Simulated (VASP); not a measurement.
Runs of VASP 6.6.1 on ReOs3C. The structure is that of space group Pm-3m (No. 221), or close to it. The cells are those of the table. 

```tsv
task	potentials or basis	cell	k mesh	cutoff (eV)	second run	gap on the mesh (eV)	pressure (GPa)	relaxed volume (Å³/atom)
single point	VASP PAW PBE potentials, release 64 (Re, Os, C)	a = 4.036 Å, 5 atoms	4 × 4 × 4	520	-	none	1.7	-
single point	VASP PAW PBE potentials, release 64 (Re_sv_GW, Os_sv_GW, C)	a = 4.036 Å, 5 atoms	4 × 4 × 4	600	valence_matched	none	(b)	-
relaxation of cell and atoms	VASP PAW PBE potentials, release 64 (Re, Os, C)	relaxed from a = 3.885 Å, 5 atoms	4 × 4 × 4	600	-	none	0.0	(a)
single point	VASP PAW PBE potentials, release 64 (Re, Os, C)	a = 4.037 Å, 5 atoms	10 × 10 × 10	520	-	none	1.5	-
relaxation of cell and atoms	VASP PAW PBE potentials, release 64 (Re_sv_GW, Os_sv_GW, C)	relaxed from a = 3.885 Å, 5 atoms	4 × 4 × 4	600	valence_matched	none	0.1	13.11
```

Alike in all rows: level PBE; no spin polarisation; smearing gaussian 0.1 eV.

Fill in the values left out.

(a) 13.21; (b) -0.3.

Caveats: some runs use coarse meshes; spin-orbit coupling is left out, which moves the levels of the heavy elements.

A k mesh can miss the band edges, and the runs leave out spin-orbit coupling on Os, Re.

A gap of «none» marks levels without a gap at the run's occupations.

The runs don't all hold the same shells in valence.
